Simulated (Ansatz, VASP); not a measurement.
**Li in VASP and in Ansatz**

The input POSCAR:

```
Li
1.0
    0.0000000000      2.2350300000      2.1359400000
    2.2350300000      0.0000000000      2.1359400000
    2.2350300000      2.2350300000      0.0000000000
Li
1
Direct
    0.0000000000      0.0000000000      0.0000000000
```

Contents of INCAR.step1:

```
ALGO = Normal ; EDIFF = 1E-5
ENCUT = 830 ; GGA = PE
GGA_COMPAT = False ; ISMEAR = 0
LASPH = True ; LCHARG = False
LREAL = False ; LWAVE = True
NBANDS = 8 ; NELM = 120
PREC = Accurate ; SIGMA = 0.15
```

Contents of INCAR.step2:

```
ALGO = Normal ; EDIFF = 1E-6
ENCUT = 830 ; GGA_COMPAT = False
ISIF = 2 ; ISMEAR = 0
ISTART = 1 ; LASPH = True
LCHARG = True ; LELF = True
LMIXTAU = True ; LREAL = False
LVHAR = True ; LWAVE = False
METAGGA = R2SCAN ; NBANDS = 8
NELM = 120 ; PREC = Accurate
SIGMA = 0.15
```

Contents of KPOINTS:

```
k-points
0
Gamma
  18 18 18
```

Input for Ansatz:

```yaml
crystal:
  lattice:
    - [0.0, 2.23503, 2.13594]
    - [2.23503, 0.0, 2.13594]
    - [2.23503, 2.23503, 0.0]
  atoms:
    - { symbol: Li, position: [0.0, 0.0, 0.0] }
basis:
  ecutwfc: 500
kpoints:
  mp_grid: { grid: [18, 18, 18] }
hamiltonian:
  xc: r2scan
scf:
  occupations: { method: gaussian, width: 0.15 }
output:
  forces: true
  stress: true
  eigenvalues: true
  write_density: true
  write_potential: true
  elf: true
  volumetric_format: npy
```

Change from the starting cell: strain +0.015 along x and y, -0.030 along z, atoms carried along.

Alike in both runs: task single point; functional r2SCAN; k mesh 18 × 18 × 18; occupations gaussian, width 0.15 eV; no spin polarisation.

```csv
,VASP,Ansatz
version,VASP 6.6.1,Ansatz 0.2.0
potentials or method,"VASP PAW PBE potentials, release 64 (Li_sv), cutoff 830 eV","scalar-relativistic, plane waves, PAW"
valence electrons in the cell,3,3
```

```csv
,VASP,Ansatz,Ansatz less VASP
gap on the k mesh at the Fermi level (eV),none,none,-
pressure (GPa),-0.4,-0.2,+0.19
"traceless stress, the component that is largest in VASP (GPa)",0.10,0.13,+0.034
```

VASP's potentials were made for PBE, not for r2SCAN. A gap of «none» marks a metal or a gap that the smearing closes.
